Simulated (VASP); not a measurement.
Input of a VASP 6.6.1 run:

The input POSCAR:

```
SiC
1.0
    0.0000000000      2.2019330985      2.2019330985
    2.2019330985      0.0000000000      2.2019330985
    2.2019330985      2.2019330985      0.0000000000
Si C
1 1
Direct
    0.0000000000      0.0000000000      0.0000000000
    0.7500000000      0.7500000000      0.7500000000
```

The input INCAR.step1:

```
PREC = Accurate
ENCUT = 520
ISMEAR = 0
SIGMA = 0.05
LREAL = F
LASPH = T
NELM = 100
NBANDS = 11
GGA = PE
ALGO = Normal
EDIFF = 1E-4
LWAVE = T
LCHARG = F
```

INCAR.step2

```
PREC = Accurate
ENCUT = 520
EDIFF = 1E-7
ISMEAR = 0
SIGMA = 0.05
LREAL = F
LASPH = T
NELM = 100
ALGO = Normal
ISIF = 2
LWAVE = F
LCHARG = T
METAGGA = R2SCAN
LMIXTAU = T
IVDW = 13
VDW_S6 = 1.0
VDW_S8 = 0.6018749
VDW_A1 = 0.51559235
VDW_A2 = 5.77342911
LELF = T
LVHAR = T
NBANDS = 11
ISTART = 1
```

Contents of KPOINTS:

```
regular mesh
0
Gamma
  10 10 10
```

Potentials or basis: VASP PAW PBE potentials, release 64 (Si, C).

Launch:

```bash
$ cat potpaw_PBE.64/Si/POTCAR potpaw_PBE.64/C/POTCAR > POTCAR
$ cp INCAR.step1 INCAR
$ mpirun -np 1 vasp_std > vasp.out
$ cp INCAR.step2 INCAR
$ mpirun -np 1 vasp_std > vasp.out
```

Q: What does it give for the pressure?

A: -8.5 GPa.

Q: Predict the band gap on the k mesh.

A: 1.74 eV, indirect (least direct gap 5.02 eV).

Q: Estimate the dispersion energy per atom.

A: -0.120 eV.

Caveat: the PAW data sets were made with another functional, which shifts forces and pressure a little. A k mesh can miss the band edges.
